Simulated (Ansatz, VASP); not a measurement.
# One calculation of Bi, two programs

Contents of INCAR:

```
PREC = Accurate
ENCUT = 520
EDIFF = 1E-7
ISMEAR = 0
SIGMA = 0.15
LREAL = False
LASPH = True
NELM = 100
ALGO = Fast
ISIF = 2
LWAVE = False
LCHARG = False
GGA = PS
IVDW = 12
NBANDS = 14
```

The input KPOINTS:

```
regular mesh
0
Gamma
  18 18 18
```

File POSCAR:

```
Bi
1.0
   -1.8511779010      1.8511779010      1.9948293061
    1.8511779010     -1.8511779010      1.9948293061
    1.8511779010      1.8511779010     -1.9948293061
Bi
1
Direct
    0.0000000000      0.0000000000      0.0000000000
```

Input for Ansatz:

```yaml
crystal:
  lattice:
    - [-1.851177901, 1.851177901, 1.9948293061]
    - [1.851177901, -1.851177901, 1.9948293061]
    - [1.851177901, 1.851177901, -1.9948293061]
  atoms:
    - { symbol: Bi, position: [0.0, 0.0, 0.0] }
basis:
  ecutwfc: 420
kpoints:
  mp_grid: { grid: [18, 18, 18] }
hamiltonian:
  xc: pbesol
  pseudopotentials: { kind: paw }
  dispersion: d3bj
scf:
  occupations: { method: gaussian, width: 0.15 }
output:
  forces: true
  stress: true
  eigenvalues: true
```

Alike in both runs: task single point; functional PBEsol; dispersion D3(BJ); k mesh 18 × 18 × 18; occupations gaussian, width 0.15 eV; no spin polarisation.

|  | VASP | Ansatz |
| --- | --- | --- |
| version | VASP 6.6.1 | Ansatz 0.2.0 |
| potentials or method | VASP PAW PBE potentials, release 64 (Bi_d), cutoff 520 eV | scalar-relativistic, plane waves, PAW |
| valence electrons in the cell | 15 | 15 |

|  | VASP | Ansatz | Ansatz less VASP |
| --- | --- | --- | --- |
| gap on the k mesh at the Fermi level (eV) | none | none | - |
| pressure (GPa) | 3.3 | 3.4 | +0.06 |
| traceless stress, the component that is largest in VASP (GPa) | -0.88 | -0.89 | -0.005 |

VASP's potentials were made for PBE, not for PBEsol. A gap of «none» marks a metal or a gap that the smearing closes.

Spin-orbit coupling is off throughout.
